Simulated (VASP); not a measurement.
Runs of VASP 6.6.1 on HfH3. The structure is that of space group Pm-3m (No. 221), or close to it. The cells are those of the table. 

```tsv
cell	gap on the mesh (eV)	pressure (GPa)
a = 3.085 Å, 4 atoms	none	-7.9
a = 3.043 Å, 4 atoms	none	-2.2
a = 2.956 Å, 4 atoms	none	(a)
a = 3.203 Å, 4 atoms	none	-19.2
```

Alike in all rows: task single point; level LDA; potentials or basis VASP PAW LDA potentials, release 64 (Hf_pv, H); no spin polarisation; k mesh 8 × 8 × 8; cutoff (eV) 520; smearing methfessel-paxton 0.2 eV.

Q: Fill in the values left out.

A: (a) 13.1.

Caveats: spin-orbit coupling is left out, which moves the levels of the heavy elements.

A k mesh can miss the band edges, and the runs leave out spin-orbit coupling on Hf.

A gap of «none» marks levels without a gap at the run's occupations.
